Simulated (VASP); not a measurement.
Ti3Ge2, 5 atoms in the cell. Symmetry: Pm-3m, No. 221, cubic system. The conventional cell has a = 4.669 Å, b = 4.669 Å, c = 4.669 Å, α = 90.00°, β = 90.00°, γ = 90.00°. Within 3.1 Å of Ti (site symmetry 4/mmm) lie 2 Ge at 2.33 Å. Ge (site symmetry m-3m) has 6 Ti at 2.33 Å within 3.1 Å. Within 4.3 Å of Ge (site symmetry m-3m) lie 12 Ti at 3.30 Å and 8 Ge at 4.04 Å. The cell was generated, and may not be a known phase.

```yaml
Program: VASP 6.6.1
Task: single point
Functional: PBE
Potentials_or_basis: VASP PAW PBE potentials, release 64 (Ti_sv, Ge_d)
Cutoff: 620 eV
k_mesh: 8 × 8 × 8
Occupations: gaussian, width 0.1 eV
Spin: no spin polarisation
Dipole_correction: no
Second_try: not_converged
Further_INCAR_settings: ALGO = All; EDIFF = 1e-06; NBANDS = 40
```

Potentials or basis: VASP PAW PBE potentials, release 64 (Ti_sv, Ge_d).

Command:

```bash
$ cat potpaw_PBE.64/Ti_sv/POTCAR potpaw_PBE.64/Ge_d/POTCAR > POTCAR
$ mpirun -np 4 vasp_std > vasp.out
```

Hardware: 4 MPI ranks on AMD EPYC 7R13 Processor (Zen 3), with other jobs on the host.

Problem. Estimate the wall time of this run.

Solution. Run time: 2.2 min on 4 MPI ranks on AMD EPYC 7R13 Processor (Zen 3), on a shared host, peak memory 0.45 GiB a rank. Counts: scf iterations 35, k points 35.
